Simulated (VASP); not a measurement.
# Pt in VASP: single point with PBE

Aim: the single point of Pt with PBE.

Program: VASP 6.6.1. These are calculated values, not measurements. Logs are shortened: lines on timing, memory, paths and dates and some standing lists are left out, and cuts for length are marked.

### Step 1. The cell of the first run

The cell holds a slab with vacuum, 4 atoms: a = 2.809 Å, b = 3.972 Å, c = 20.213 Å, α = 90.00°, β = 90.00°, γ = 90.00°.

### Step 2. Single point, PBE

The input, INCAR:

```
SYSTEM = Pt
PREC = Accurate
ENCUT = 520
EDIFF = 1E-6
ISMEAR = -1
SIGMA = 0.1
LREAL = .False.
LASPH = .True.
NELM = 80
ALGO = Normal
ISIF = 2
LWAVE = .False.
LCHARG = .True.
LDIPOL = .True.
IDIPOL = 3
DIPOL = 0.5 0.5 0.500
GGA = PE
LELF = .True.
LVHAR = .True.
LVACPOTAV = .True.
NBANDS = 28
```

The input, KPOINTS:

```
Automatic mesh
0
Gamma
  14 10 1
  0 0 0
```

The input, POSCAR:

```
Pt
1.0
    2.8085470212      0.0000000000      0.0000000000
    0.0000000000      3.9718852880      0.0000000000
    0.0000000000      0.0000000000     20.2128000000
Pt
4
Direct
    0.2500000000      0.2500000000      0.4017969771
    0.7500000000      0.7500000000      0.4591172155
    0.2500000000      0.2500000000      0.5408827829
    0.7500000000      0.7500000000      0.5982030241
```

Potentials or basis: VASP PAW PBE potentials, release 64 (Pt).

Command:

```bash
$ cat potpaw_PBE.64/Pt/POTCAR > POTCAR
$ mpirun -np 1 vasp_std > vasp.out
```

OUTCAR:

```text
SYSTEM = Pt
   PREC = Accurate
   ENCUT = 520
   EDIFF = 1E-6
   ISMEAR = -1
   LREAL = .False.
   LASPH = .True.
   NELM = 80
   ISIF = 2
   GGA = PE

 ion  position               nearest neighbor table
   1  0.250  0.250  0.402-   2 2.69   2 2.69   2 2.69   2 2.69   3 2.81
   2  0.750  0.750  0.459-   1 2.69   1 2.69   1 2.69   1 2.69   4 2.81   3 2.94   3 2.94   3 2.94
                             3 2.94
   3  0.250  0.250  0.541-   4 2.69   4 2.69   4 2.69   4 2.69   1 2.81   2 2.94   2 2.94   2 2.94
                             2 2.94
   4  0.750  0.750  0.598-   3 2.69   3 2.69   3 2.69   3 2.69   2 2.81

  LATTYP: Found a simple orthorhombic cell.
 ALAT       =     2.8085470212
 B/A-ratio  =     1.4142135624
 C/A-ratio  =     7.1968885860

  Lattice vectors:

 A1 = (   2.8085470212,   0.0000000000,   0.0000000000)
 A2 = (   0.0000000000,   3.9718852880,   0.0000000000)
 A3 = (   0.0000000000,   0.0000000000,  20.2128000000)

Analysis of symmetry for initial positions (statically):
=====================================================================
 Subroutine PRICEL returns:
 Original cell was already a primitive cell.

 Routine SETGRP: Setting up the symmetry group for a
 simple orthorhombic supercell.

 Subroutine GETGRP returns: Found  8 space group operations
 (whereof  2 operations were pure point group operations)
 out of a pool of  8 trial point group operations.

The static configuration has the point symmetry S_2 .
 The point group associated with its full space group is D_2h.

Analysis of symmetry for dynamics (positions and initial velocities):
=====================================================================
 Subroutine PRICEL returns:
 Original cell was already a primitive cell.

 Routine SETGRP: Setting up the symmetry group for a
 simple orthorhombic supercell.

 Subroutine GETGRP returns: Found  8 space group operations
 (whereof  2 operations were pure point group operations)
 out of a pool of  8 trial point group operations.

The dynamic configuration has the point symmetry S_2 .
 The point group associated with its full space group is D_2h.

 Subroutine INISYM returns: Found  8 space group operations
 (whereof  2 operations are pure point group operations),
 and found     1 'primitive' translations

----------------------------------------------------------------------------------------

                                     Primitive cell

  volume of cell :     225.4784

  direct lattice vectors                    reciprocal lattice vectors
     2.808547021  0.000000000  0.000000000     0.356055994  0.000000000  0.000000000
     0.000000000  3.971885288  0.000000000     0.000000000  0.251769608  0.000000000
     0.000000000  0.000000000 20.212800000     0.000000000  0.000000000  0.049473601

  length of vectors
     2.808547021  3.971885288 20.212800000     0.356055994  0.251769608  0.049473601

  position of ions in fractional coordinates (direct lattice)
     0.250000000  0.250000000  0.401796977
     0.750000000  0.750000000  0.459117216
     0.250000000  0.250000000  0.540882783
     0.750000000  0.750000000  0.598203024

  ion indices of the primitive-cell ions
   primitive index   ion index
                 1           1
                 2           2
                 3           3
                 4           4

----------------------------------------------------------------------------------------

 KPOINTS: Automatic mesh

Automatic generation of k-mesh.
 Grid dimensions read from file:
 generate k-points for:   14   10    1

 Generating k-lattice:

  Cartesian coordinates                     Fractional coordinates (reciprocal lattice)
     0.025432571  0.000000000  0.000000000     0.071428571  0.000000000  0.000000000
     0.000000000  0.025176961  0.000000000     0.000000000  0.100000000  0.000000000
     0.000000000  0.000000000  0.049473601     0.000000000  0.000000000  1.000000000

  Length of vectors
     0.025432571  0.025176961  0.049473601

  Shift w.r.t. Gamma in fractional coordinates (k-lattice)
     0.000000000  0.000000000  0.000000000

 Subroutine IBZKPT returns following result:
 ===========================================

 Found     48 irreducible k-points:

 Following reciprocal coordinates:
            Coordinates               Weight
  0.000000  0.000000  0.000000      1.000000
  0.071429  0.000000  0.000000      2.000000
  0.142857  0.000000  0.000000      2.000000
  0.214286  0.000000  0.000000      2.000000
  0.285714  0.000000  0.000000      2.000000
  0.357143  0.000000  0.000000      2.000000
[... 16 lines left out ...]
  0.428571  0.200000  0.000000      4.000000
  0.500000  0.200000  0.000000      2.000000
 [... further k-points ...]
   k-points           NKPTS =     48   k-points in BZ     NKDIM =     48   number of bands    NBANDS=     28
   number of dos      NEDOS =    301   number of ions     NIONS =      4
   total plane-waves  NPLWV = 108000
   dimension x,y,z NGX =    24 NGY =   30 NGZ =  150
   dimension x,y,z NGXF=    48 NGYF=   60 NGZF=  300
   ions per type =               4
   NGX,Y,Z   is equivalent  to a cutoff of  14.21, 12.56, 12.34 a.u.
   NGXF,Y,Z  is equivalent  to a cutoff of  28.41, 25.11, 24.67 a.u.
 SYSTEM =  Pt
   PREC   = accura    normal or accurate (medium, high low for compatibility)
   ISTART =      0    job   : 0-new  1-cont  2-samecut
   ICHARG =      2    charge: 1-file 2-atom 10-const
   ISPIN  =      1    spin polarized calculation?
   LNONCOLLINEAR =      F non collinear calculations
   LSORBIT =      F    spin-orbit coupling
   LASPH  =      T    aspherical Exc in radial PAW
   ENCUT  =  520.0 eV  38.22 Ry    6.18 a.u.   5.22  7.39 37.58*2*pi/ulx,y,z
   NELM   =     80;   NELMIN=  2; NELMDL= -5     # of ELM steps
   EDIFF  = 0.1E-05   stopping-criterion for ELM
   LREAL  =      F    real-space projection
   EDIFFG = 0.1E-04   stopping-criterion for IOM
   NSW    =      0    number of steps for IOM
   IBRION =     -1    ionic relax: 0-MD 1-quasi-New 2-CG
   NFREE  =      0    steps in history (QN), initial steepest desc. (CG)
   ISIF   =      2    stress and relaxation
   ISYM   =      2    0-nonsym 1-usesym 2-fastsym
   POTIM  = 0.5000    time-step for ionic-motion
   TEBEG  =    0.0;   TEEND  =   0.0 temperature during run
   PSTRESS=    0.0 pullay stress
   NELECT =      40.0000    total number of electrons
   NUPDOWN=      -1.0000    fix difference up-down
   EMIN   =  10.00;   EMAX   =-10.00  energy-range for DOS
   EFERMI =   0.00;   METHOD = LEGACY
   ISMEAR =    -1;   SIGMA  =   0.10  broadening in eV -4-tet -1-fermi 0-gaus
   EFERMI_NEDOS =   21; number of points for ismear=-14 and -15
   IALGO  =     38    algorithm
   IMIX   =      4    mixing-type and parameters
     AMIX     =   0.40;   BMIX     =  1.00
     AMIX_MAG =   1.60;   BMIX_MAG =  1.00
  volume/ion in A,a.u.               =      56.37       380.40
  Fermi-wavevector in a.u.,A,eV,Ry     =   0.919870  1.738303 11.512721  0.846161
  Thomas-Fermi vector in A             =   2.045112
   LORBIT       =      0    0 simple, 1 ext, 2 COOP (PROOUT), +10 PAW based schemes
   GGA     = PE    functional components
   LHFCALC =     F    Hartree Fock is set to
   AEXX    =    0.0000 exact exchange contribution
   IVDW    =     0    specifies the selected vdW correction
   LEPSILON=     F    determine dielectric tensor
   LRPA    =     F    only Hartree local field effects (RPA)
 non-spin polarized calculation
  energy-cutoff  :      520.00
  volume of cell :      225.48
 maximum number of plane-waves:      6122
 NGX is ok and might be reduce to    24
   NGX = 11   NGY = 15   NGZ = 75

 dipolmoment           0.000000      0.000000     -0.000000 electrons x Angstroem

 number of electron      40.0000006 magnetization

 dipolmoment           0.000000      0.000000      0.000000 electrons x Angstroem

 Free energy of the ion-electron system (eV)
  ---------------------------------------------------
  ext. energy  EPLUGINS =         0.00000000
  ---------------------------------------------------
  free energy    TOTEN  =       -21.88778248 eV

  energy without entropy =      -21.62846906  energy(sigma->0) =      -21.75812577

 E-fermi :  -1.0306     XC(G=0):  -4.6060

 val. band max:       -1.0313549930   @ k =   0.2857   0.4000   0.0000
 cond. band min:      -1.0182366765   @ k =   0.1429   0.5000   0.0000
 fundamental gap:      0.0131183165
 Fermi energy:        -1.0305643000

 k-point     1 :       0.0000    0.0000    0.0000
  band No.  band energies     occupation
      1      -9.5573      2.00000
      2      -7.4414      2.00000
      3      -7.0953      2.00000
      4      -6.3042      2.00000
      5      -5.7858      2.00000
      6      -4.8970      2.00000
[... 20 lines left out ...]
     27       4.9656      0.00000
     28       5.1228      0.00000

 k-point     2 :       0.0714    0.0000    0.0000
  band No.  band energies     occupation
      1      -9.4258      2.00000
      2      -7.3267      2.00000
      3      -6.9669      2.00000
      4      -6.1626      2.00000
      5      -5.7339      2.00000
      6      -5.0474      2.00000
[... 20 lines left out ...]
     27       5.0653      0.00000
     28       5.2249      0.00000

 k-point     3 :       0.1429    0.0000    0.0000
  band No.  band energies     occupation
      1      -9.0476      2.00000
      2      -7.0400      2.00000
      3      -6.6017      2.00000
      4      -5.8058      2.00000
      5      -5.5845      2.00000
      6      -5.3920      2.00000
[... 20 lines left out ...]
     27       5.3504      0.00000
     28       5.5263      0.00000

 k-point     4 :       0.2143    0.0000    0.0000
  band No.  band energies     occupation
      1      -8.4757      2.00000
      2      -6.7507      2.00000
      3      -6.0776      2.00000
      4      -5.7805      2.00000
      5      -5.6171      2.00000
      6      -5.4550      2.00000
[... 578 lines left out ...]
     27       6.1982      0.00000
     28       6.5927      0.00000

 k-point    23 :       0.4286    0.2000    0.0000
  band No.  band energies     occupation
      1      -6.8747      2.00000
      2      -6.5064      2.00000
      3      -6.4974      2.00000
      4      -6.4861      2.00000
      5      -5.5522      2.00000
      6      -5.5130      2.00000
[... 20 lines left out ...]
     27       5.9697      0.00000
     28       7.4785      0.00000

 k-point    24 :       0.5000    0.2000    0.0000
  band No.  band energies     occupation
      1      -6.6918      2.00000
      2      -6.6918      2.00000
      3      -6.5549      2.00000
      4      -6.5549      2.00000
      5      -5.5987      2.00000
      6      -5.5987      2.00000
[... 20 lines left out ...]
     27       7.1032      0.00000
     28       7.1032      0.00000

 [... further k-points ...]

------------------------ aborting loop because EDIFF is reached ----------------------------------------

  FORCE on cell =-STRESS in cart. coord.  units (eV):
  Direction    XX          YY          ZZ          XY          YZ          ZX
  --------------------------------------------------------------------------------------
  -------------------------------------------------------------------------------------
  Total       -5.2815850     -2.0895349     -0.1732713      0.0000000      0.0000000      0.0000000
  in kB      -37.5292583    -14.8475683     -1.2312108      0.0000000      0.0000000      0.0000000
  external PRESSURE =     -17.8693458 kB  Pullay stress =       0.0000000 kB

 VOLUME and BASIS-vectors are now :
 -----------------------------------------------------------------------------
  energy-cutoff  :      520.00
  volume of cell :      225.48
      direct lattice vectors                 reciprocal lattice vectors
     2.808547021  0.000000000  0.000000000     0.356055994  0.000000000  0.000000000
     0.000000000  3.971885288  0.000000000     0.000000000  0.251769608  0.000000000
     0.000000000  0.000000000 20.212800000     0.000000000  0.000000000  0.049473601

 POSITION                                       TOTAL-FORCE (eV/Angst)
 -----------------------------------------------------------------------------------
      0.70214      0.99297      8.12144         0.000000     -0.000000      0.025945
      2.10641      2.97891      9.28004        -0.000000      0.000000      0.011066
      0.70214      0.99297     10.93276        -0.000000      0.000000     -0.011066
      2.10641      2.97891     12.09136        -0.000000      0.000000     -0.025945
 -----------------------------------------------------------------------------------
    total drift:                                0.000000      0.000000      0.000047

  FREE ENERGIE OF THE ION-ELECTRON SYSTEM (eV)
  ---------------------------------------------------
  free  energy   TOTEN  =       -21.8877824801 eV

  energy  without entropy=      -21.6284690616  energy(sigma->0) =      -21.75812577

 vacuum level on the upper side and lower side of the slab         4.402         4.402
```

Wall time 9.7 min (1 thread of Intel Xeon 8259CL, shared host); peak memory 0.46 GiB.

Results:

* Free energy: -21.8878 eV
* Largest force: 0.026 eV/Å
* Band gap on the k mesh: zero (bands 20 and 21 overlap by 0.47 eV)

Forces in eV/Å, atoms in the order of the input:
```
Pt   0.000  0.000  0.026
Pt   0.000  0.000  0.011
Pt   0.000  0.000 -0.011
Pt   0.000  0.000 -0.026
```

Caveat: spin-orbit coupling is left out, which moves the levels of the heavy elements.
